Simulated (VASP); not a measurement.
# C (P6_3/mmc) in VASP: a series of runs, part 3 of 3

VASP 6.6.1.

### Step 6. Single point, PBE (volume scaled by 0.91, then relaxed in part)

The COD entry that gives the cell may itself be a prediction, so a difference from it is no test against experiment.

Input file INCAR:

```
SYSTEM = C
PREC     = Accurate       ! precision mode
ENCUT    = 520            ! plane-wave cutoff, eV
EDIFF    = 1E-6           ! SCF threshold, eV
ISMEAR   = 0              ! smearing method
SIGMA    = 0.02           ! smearing width, eV
LREAL    = .False.        ! projectors in reciprocal space
LASPH    = .True.         ! aspherical terms in the spheres
NELM     = 80             ! most SCF steps
ALGO     = Normal         ! electronic algorithm
ISIF     = 2              ! what is computed and relaxed
LWAVE    = .False.        ! write WAVECAR
LCHARG   = .False.        ! write CHGCAR
GGA      = PE             ! functional
NBANDS   = 26             ! bands
```

Input file KPOINTS:

```
Automatic mesh
0
Gamma
  12 12 4
  0 0 0
```

Input file POSCAR:

```
C
1.0
    2.4397661854      0.0000000000      0.0000000000
   -1.2198830927      2.1128994958      0.0000000000
    0.0000000000      0.0000000000      8.0497224507
C
8
Direct
    0.0000000000      0.0000000000      0.0929304083
    0.0000000000      0.0000000000      0.5929304083
    0.0000000000      0.0000000000      0.4070695917
    0.0000000000      0.0000000000      0.9070695917
    0.3333333333      0.6666666667      0.1556763538
    0.6666666667      0.3333333333      0.6556763538
    0.3333333333      0.6666666667      0.3443236462
    0.6666666667      0.3333333333      0.8443236462
```

Potentials or basis: VASP PAW PBE potentials, release 64 (C).

On the command line:

```bash
$ cat potpaw_PBE.64/C/POTCAR > POTCAR
$ mpirun -np 1 vasp_std > vasp.out
```

OUTCAR:

```text
SYSTEM = C
   PREC = Accurate
   ENCUT = 520
   EDIFF = 1E-6
   ISMEAR = 0
   LREAL = .False.
   LASPH = .True.
   NELM = 80
   ISIF = 2
   GGA = PE

 ion  position               nearest neighbor table
   1  0.000  0.000  0.093-   4 1.50   5 1.50   5 1.50   5 1.50
   2  0.000  0.000  0.593-   3 1.50   6 1.50   6 1.50   6 1.50
   3  0.000  0.000  0.407-   2 1.50   7 1.50   7 1.50   7 1.50
   4  0.000  0.000  0.907-   1 1.50   8 1.50   8 1.50   8 1.50
   5  0.333  0.667  0.156-   1 1.50   1 1.50   1 1.50   7 1.52
   6  0.667  0.333  0.656-   2 1.50   2 1.50   2 1.50   8 1.52
   7  0.333  0.667  0.344-   3 1.50   3 1.50   3 1.50   5 1.52
   8  0.667  0.333  0.844-   4 1.50   4 1.50   4 1.50   6 1.52

  LATTYP: Found a hexagonal cell.
 ALAT       =     2.4397661854
 C/A-ratio  =     3.2993827437

  Lattice vectors:

 A1 = (   2.4397661854,   0.0000000000,   0.0000000000)
 A2 = (  -1.2198830927,   2.1128994958,   0.0000000000)
 A3 = (   0.0000000000,   0.0000000000,   8.0497224507)

Analysis of symmetry for initial positions (statically):
[... 195 lines left out ...]
  band No.  band energies     occupation
      1     -11.6639      2.00000
      2      -9.9106      2.00000
      3      -9.8141      2.00000
      4      -5.4685      2.00000
      5      -3.3656      2.00000
      6       3.8944      2.00000
[... 685 lines left out ...]
     25      22.3572      0.00000
     26      24.3826      0.00000

 [... further k-points ...]

------------------------ aborting loop because EDIFF is reached ----------------------------------------

  FORCE on cell =-STRESS in cart. coord.  units (eV):
  Direction    XX          YY          ZZ          XY          YZ          ZX
  --------------------------------------------------------------------------------------
  -------------------------------------------------------------------------------------
  Total       12.8683904     12.8683904     12.8643362      0.0000000      0.0000000      0.0000000
  in kB      496.8517866    496.8517866    496.6952535      0.0000000      0.0000000      0.0000000
  external PRESSURE =     496.7996089 kB  Pullay stress =       0.0000000 kB

 VOLUME and BASIS-vectors are now :
 -----------------------------------------------------------------------------
  energy-cutoff  :      520.00
  volume of cell :       41.50
      direct lattice vectors                 reciprocal lattice vectors
     2.439766185  0.000000000  0.000000000     0.409875342  0.236641639  0.000000000
    -1.219883093  2.112899496  0.000000000     0.000000000  0.473283278  0.000000000
     0.000000000  0.000000000  8.049722451     0.000000000  0.000000000  0.124227886

 POSITION                                       TOTAL-FORCE (eV/Angst)
 -----------------------------------------------------------------------------------
      0.00000      0.00000      0.74806         0.000000      0.000000     -0.001335
      0.00000      0.00000      4.77293        -0.000000     -0.000000     -0.001335
      0.00000      0.00000      3.27680         0.000000      0.000000      0.001335
      0.00000      0.00000      7.30166        -0.000000     -0.000000      0.001335
     -0.00000      1.40860      1.25315         0.000000     -0.000000      0.004397
      1.21988      0.70430      5.27801        -0.000000      0.000000      0.004397
     -0.00000      1.40860      2.77171        -0.000000     -0.000000     -0.004397
      1.21988      0.70430      6.79657        -0.000000      0.000000     -0.004397
 -----------------------------------------------------------------------------------
    total drift:                               -0.000000      0.000000      0.000000

  FREE ENERGIE OF THE ION-ELECTRON SYSTEM (eV)
  ---------------------------------------------------
  free  energy   TOTEN  =       -72.0632243332 eV

  energy  without entropy=      -72.0632243332  energy(sigma->0) =      -72.06322433
```

Wall time 21 s (1 thread of Intel Xeon 6975P-C (Granite Rapids), shared host); peak memory 0.16 GiB.

Results:

```
Free energy            : -72.0632 eV
Pressure               : 49.7 GPa
Largest force          : 0.004 eV/Å
Band gap on the k mesh : 4.75 eV, indirect (least direct gap 5.48 eV)
```

Forces on the atoms (eV/Å):
```
C    0.000  0.000 -0.001
C    0.000  0.000 -0.001
C    0.000  0.000  0.001
C    0.000  0.000  0.001
C    0.000  0.000  0.004
C    0.000  0.000  0.004
C    0.000  0.000 -0.004
C    0.000  0.000 -0.004
```

 A k mesh can miss the band edges.

### Step 7. Summary

```tsv
level	potentials or basis	cell	smearing	gap on the mesh (eV)	pressure (GPa)
PBE	VASP PAW PBE potentials, release 64 (C)	a = 2.518, b = 2.518, c = 8.305 Å, angles 90.0, 90.0, 120.0°, 8 atoms	gaussian 0.02 eV	4.53	0.7
PBE	VASP PAW PBE potentials, release 64 (C)	a = 2.518, b = 2.518, c = 8.305 Å, angles 90.0, 90.0, 120.0°, 8 atoms	gaussian 0.05 eV	4.53	0.7
LDA	VASP PAW LDA potentials, release 64 (C)	a = 2.518, b = 2.518, c = 8.305 Å, angles 90.0, 90.0, 120.0°, 8 atoms	gaussian 0.05 eV	4.49	-13.3
PBE	VASP PAW PBE potentials, release 64 (C)	a = 2.412, b = 2.412, c = 7.961 Å, angles 90.0, 90.0, 120.0°, 8 atoms	gaussian 0.02 eV	4.83	71.2
PBE	VASP PAW PBE potentials, release 64 (C)	a = 2.440, b = 2.440, c = 8.050 Å, angles 90.0, 90.0, 120.0°, 8 atoms	gaussian 0.02 eV	4.75	49.7
```

Alike in all rows: task single point; no spin polarisation; k mesh 12 × 12 × 4; cutoff (eV) 520.

Total energies depend on the potentials used, so only differences within one code and one set of settings carry meaning.
